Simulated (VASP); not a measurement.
A run of VASP 6.6.1 is set up as follows.

File INCAR:

```
  PREC = Accurate
  ENCUT = 500
  EDIFF = 1E-6
  ISMEAR = 0
  SIGMA = 0.02
  LREAL = False
  LASPH = True
  NELM = 120
  ALGO = Normal
  ISIF = 2
  LWAVE = False
  LCHARG = False
  GGA = PS
  NBANDS = 16
  GGA_COMPAT = False
```

The input KPOINTS:

```
Automatic mesh
0
Gamma
  6 6 6
```

The input POSCAR:

```
CdSe
1.0
    0.0000000000      3.0409194035      3.0409194035
    3.0409194035      0.0000000000      3.0409194035
    3.0409194035      3.0409194035      0.0000000000
Cd Se
1 1
Direct
    0.0000000000      0.0000000000      0.0000000000
    0.2500000000      0.2500000000      0.2500000000
```

Potentials or basis: VASP PAW PBE potentials, release 64 (Cd, Se).

Run with:

```console
$ cat potpaw_PBE.64/Cd/POTCAR potpaw_PBE.64/Se/POTCAR > POTCAR
$ mpirun -np 1 vasp_std > vasp.out
```

(1) What does it give for the band gap on the k mesh?

(2) What does it give for the pressure?

Answers

(1) 0.48 eV, direct.

(2) 0.3 GPa.

Caveat: the PAW data sets were made with another functional, which shifts forces and pressure a little.
